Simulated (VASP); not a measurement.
# Mg (I4/mmm) in VASP: notebook

Mg is run at these levels: PBE, RPBE; tasks: single point.

Everything below comes from runs of VASP 6.6.1. Logs are shortened: lines on timing, memory, paths and dates and some standing lists are left out, and cuts for length are marked.

## 1. The cell of the first run

It takes space group I4/mmm (No. 139, tetragonal). Conventional cell: a = 3.672 Å, b = 3.672 Å, c = 3.359 Å, α = 90.00°, β = 90.00°, γ = 90.00°. Mg (site symmetry 4/mmm) has 14 Mg at 3.09 to 3.67 Å within 4.1 Å.

## 2. Single point, PBE

INCAR reads:

```
SYSTEM = Mg
ALGO = Normal
EDIFF = 1E-6
ENCUT = 840
GGA = PE
GGA_COMPAT = .FALSE.
ISIF = 2
ISMEAR = -5
LASPH = .TRUE.
LCHARG = .FALSE.
LREAL = .FALSE.
LWAVE = .FALSE.
NBANDS = 11
NELM = 120
PREC = Accurate
SIGMA = 0.1
```

KPOINTS reads:

```
k-points
0
G
  6 6 6
  0 0 0
```

POSCAR reads:

```
Mg
1.0
   -1.8359916300      1.8359916300      1.6794040200
    1.8359916300     -1.8359916300      1.6794040200
    1.8359916300      1.8359916300     -1.6794040200
Mg
1
Direct
    0.0000000000      0.0000000000      0.0000000000
```

Potentials or basis: VASP PAW PBE potentials, release 64 (Mg_sv).

The run is started by

```bash
cat potpaw_PBE.64/Mg_sv/POTCAR > POTCAR
mpirun -np 1 vasp_std > vasp.out
```

OUTCAR:

```text
SYSTEM = Mg
   EDIFF = 1E-6
   ENCUT = 840
   GGA = PE
   ISIF = 2
   ISMEAR = -5
   LASPH = .TRUE.
   LREAL = .FALSE.
   NELM = 120
   PREC = Accurate

 ion  position               nearest neighbor table
   1  0.000  0.000  0.000-

  LATTYP: Found a body centered tetragonal cell.
 ALAT       =     3.6719832600
 C/A-ratio  =     0.9147122419

  Lattice vectors:

 A1 = (  -1.8359916300,   1.8359916300,   1.6794040200)
 A2 = (   1.8359916300,  -1.8359916300,   1.6794040200)
 A3 = (   1.8359916300,   1.8359916300,  -1.6794040200)

Analysis of symmetry for initial positions (statically):
=====================================================================
 Subroutine PRICEL returns:
 Original cell was already a primitive cell.

 Routine SETGRP: Setting up the symmetry group for a
 body centered tetragonal supercell.

 Subroutine GETGRP returns: Found 16 space group operations
 (whereof 16 operations were pure point group operations)
 out of a pool of 16 trial point group operations.

The static configuration has the point symmetry D_4h.

Analysis of symmetry for dynamics (positions and initial velocities):
=====================================================================
 Subroutine PRICEL returns:
 Original cell was already a primitive cell.

 Routine SETGRP: Setting up the symmetry group for a
 body centered tetragonal supercell.

 Subroutine GETGRP returns: Found 16 space group operations
 (whereof 16 operations were pure point group operations)
 out of a pool of 16 trial point group operations.

The dynamic configuration has the point symmetry D_4h.

 Subroutine INISYM returns: Found 16 space group operations
 (whereof 16 operations are pure point group operations),
 and found     1 'primitive' translations

----------------------------------------------------------------------------------------

                                     Primitive cell

  volume of cell :      22.6442

  direct lattice vectors                    reciprocal lattice vectors
    -1.835991630  1.835991630  1.679404020     0.000000000  0.272332396  0.297724665
     1.835991630 -1.835991630  1.679404020     0.272332396  0.000000000  0.297724665
     1.835991630  1.835991630 -1.679404020     0.272332396  0.272332396  0.000000000

  length of vectors
     3.092269133  3.092269133  3.092269133     0.403490905  0.403490905  0.385136168

  position of ions in fractional coordinates (direct lattice)
     0.000000000  0.000000000  0.000000000

[... 79 lines left out ...]
   EDIFFG = 0.1E-04   stopping-criterion for IOM
   NSW    =      0    number of steps for IOM
   IBRION =     -1    ionic relax: 0-MD 1-quasi-New 2-CG
   NFREE  =      0    steps in history (QN), initial steepest desc. (CG)
   ISIF   =      2    stress and relaxation
   ISYM   =      2    0-nonsym 1-usesym 2-fastsym
   POTIM  = 0.5000    time-step for ionic-motion
   TEBEG  =    0.0;   TEEND  =   0.0 temperature during run
   PSTRESS=    0.0 pullay stress
   NELECT =      10.0000    total number of electrons
   NUPDOWN=      -1.0000    fix difference up-down
   EMIN   =  10.00;   EMAX   =-10.00  energy-range for DOS
   EFERMI =   0.00;   METHOD = LEGACY
   ISMEAR =    -5;   SIGMA  =   0.10  broadening in eV -4-tet -1-fermi 0-gaus
   EFERMI_NEDOS =   21; number of points for ismear=-14 and -15
   IALGO  =     38    algorithm
   IMIX   =      4    mixing-type and parameters
     AMIX     =   0.40;   BMIX     =  1.00
     AMIX_MAG =   1.60;   BMIX_MAG =  1.00
  volume/ion in A,a.u.               =      22.64       152.81
  Fermi-wavevector in a.u.,A,eV,Ry     =   1.246683  2.355889 21.146420  1.554218
  Thomas-Fermi vector in A             =   2.380849
   LORBIT       =      0    0 simple, 1 ext, 2 COOP (PROOUT), +10 PAW based schemes
   GGA     = PE    functional components
   LHFCALC =     F    Hartree Fock is set to
   AEXX    =    0.0000 exact exchange contribution
   IVDW    =     0    specifies the selected vdW correction
   LEPSILON=     F    determine dielectric tensor
   LRPA    =     F    only Hartree local field effects (RPA)
 non-spin polarized calculation
 Fermi weights with tetrahedron method with Bloechl corrections
  energy-cutoff  :      840.00
  volume of cell :       22.64
 maximum number of plane-waves:      1284
 NGX is ok and might be reduce to    30
   NGX = 15   NGY = 15   NGZ = 15

 number of electron      10.0000000 magnetization

 number of electron       9.9999990 magnetization

 Free energy of the ion-electron system (eV)
  ---------------------------------------------------
  ext. energy  EPLUGINS =         0.00000000
  ---------------------------------------------------
  free energy    TOTEN  =        -1.45611284 eV

  energy without entropy =       -1.45611284  energy(sigma->0) =       -1.45611284

 E-fermi :   2.7589     XC(G=0):  -8.7977

 val. band max:        3.2450151947   @ k =  -0.3333   0.5000   0.3333
 cond. band min:       1.7743230555   @ k =   0.5000   0.5000   0.1667
 fundamental gap:     -1.4706921392
 Fermi energy:         2.7588589754

 k-point     1 :       0.0000    0.0000    0.0000
  band No.  band energies     occupation
      1     -73.5360      2.00000
      2     -40.2759      2.00000
      3     -40.2746      2.00000
      4     -40.2746      2.00000
      5      -4.5034      2.00000
      6      14.4575      0.00000
      7      16.3107      0.00000
      8      16.3107      0.00000
      9      16.6323      0.00000
     10      16.8767      0.00000
     11      16.8767      0.00000
[... 309 lines left out ...]
 k-point    24 :      -0.1667   -0.3333    0.1667
  band No.  band energies     occupation
      1     -73.5326      2.00000
      2     -40.3013      2.00000
      3     -40.2876      2.00000
      4     -40.2831      2.00000
      5      -0.9145      2.00000
      6       6.1144     -0.03695
      7       8.8854      0.00000
      8      10.5171      0.00000
      9      13.3509      0.00000
     10      15.4646      0.00000
     11      17.7997      0.00000

 [... further k-points ...]
[... 5 lines left out ...]
  --------------------------------------------------------------------------------------
  -------------------------------------------------------------------------------------
  Total       -0.0867590     -0.0867590     -0.0654029      0.0000000      0.0000000     -0.0000000
  in kB       -6.1385921     -6.1385921     -4.6275524      0.0000000      0.0000000     -0.0000000
  external PRESSURE =      -5.6349122 kB  Pullay stress =       0.0000000 kB

 VOLUME and BASIS-vectors are now :
 -----------------------------------------------------------------------------
  energy-cutoff  :      840.00
  volume of cell :       22.64
      direct lattice vectors                 reciprocal lattice vectors
    -1.835991630  1.835991630  1.679404020     0.000000000  0.272332396  0.297724665
     1.835991630 -1.835991630  1.679404020     0.272332396  0.000000000  0.297724665
     1.835991630  1.835991630 -1.679404020     0.272332396  0.272332396  0.000000000

 POSITION                                       TOTAL-FORCE (eV/Angst)
 -----------------------------------------------------------------------------------
      0.00000      0.00000      0.00000        -0.000000      0.000000      0.000000
 -----------------------------------------------------------------------------------
    total drift:                               -0.000000     -0.000000      0.000000

  FREE ENERGIE OF THE ION-ELECTRON SYSTEM (eV)
  ---------------------------------------------------
  free  energy   TOTEN  =        -1.4561128359 eV

  energy  without entropy=       -1.4561128359  energy(sigma->0) =       -1.45611284
```

stdout:

```text
POSCAR found type information on POSCAR Mg
 POSCAR found :  1 types and       1 ions
 scaLAPACK will be used
 LDA part: xc-table for (Slater+PW92), standard interpolation
 POSCAR, INCAR and KPOINTS ok, starting setup
 FFT: planning ... GRIDC
 FFT: planning ... GRID_SOFT
 FFT: planning ... GRID
 WAVECAR not read
 entering main loop
 -----------------------------------------------------------------------------
|                                                                             |
|           W    W    AA    RRRRR   N    N  II  N    N   GGGG   !!!           |
|           W    W   A  A   R    R  NN   N  II  NN   N  G    G  !!!           |
|           W    W  A    A  R    R  N N  N  II  N N  N  G       !!!           |
|           W WW W  AAAAAA  RRRRR   N  N N  II  N  N N  G  GGG   !            |
|           WW  WW  A    A  R   R   N   NN  II  N   NN  G    G                |
|           W    W  A    A  R    R  N    N  II  N    N   GGGG   !!!           |
|                                                                             |
|     Tetrahedron method does not include variations of the Fermi             |
|     occupations, so forces and stress will be inaccurate. We suggest        |
|     using a different smearing scheme ISMEAR = 1 or 2 for metals in         |
|     relaxations.                                                            |
|                                                                             |
 -----------------------------------------------------------------------------
```

It took 9.5 s on 1 thread of Intel Xeon Platinum 8559C (Emerald Rapids), shared host; peak memory 0.16 GiB.

Results:

```yaml
Free_energy: -1.4561 eV
Pressure: -0.6 GPa
Band_gap_on_the_k_mesh: zero (bands 5 and 6 overlap by 4.55 eV)
```

Stress tensor (GPa, compression positive):
```
-0.61  0.00  0.00
 0.00 -0.61  0.00
 0.00  0.00 -0.46
```

Caveat: the k points lie up to 0.42 Å⁻¹ apart, too coarse for converged energies and pressures of a metal; tetrahedron occupations give inexact forces and stress in metals.

## 3. Single point, RPBE

INCAR reads:

```
PREC = Accurate
ENCUT = 840
EDIFF = 1E-6
ISMEAR = 0
SIGMA = 0.1
LREAL = F
LASPH = T
NELM = 120
ALGO = Normal
ISIF = 2
LWAVE = F
LCHARG = F
GGA = RP
ISYM = 0
NBANDS = 11
GGA_COMPAT = F
```

KPOINTS reads:

```
Automatic mesh
0
Gamma
  1 5 1
```

POSCAR is that of step 2.

Potentials or basis: VASP PAW PBE potentials, release 64 (Mg_sv).

The run is started by

```bash
cat potpaw_PBE.64/Mg_sv/POTCAR > POTCAR
mpirun -np 1 vasp_std > vasp.out
```

It took 2.6 s on 1 thread of Intel Xeon Platinum 8259CL at 2.50GHz (Skylake/Cascade Lake), shared host; peak memory 0.15 GiB.

Results (log left out):

```yaml
Free_energy: -5.8729 eV
Pressure: -17.3 GPa
Band_gap_on_the_k_mesh: 4.71 eV
```

Stress tensor (GPa, compression positive):
```
-11.11   0.00  25.41
  0.00 -35.19   0.00
 25.41   0.00  -5.64
```

Levels at points of the mesh, in eV from the valence-band top:
| k point | band 2 | band 3 | band 4 | band 5 | band 6 | band 7 | band 8 | band 9 |
| --- | --- | --- | --- | --- | --- | --- | --- | --- |
| (0.00, 0.00, 0.00) | -39.58 | -39.57 | -39.53 | -3.85 | 15.14 | 17.01 | 17.01 | 17.29 |

Caveat: the k points lie up to 2.13 Å⁻¹ apart, too coarse for converged energies, forces and pressures; the PAW data sets were made with another functional, which shifts forces and pressure a little.
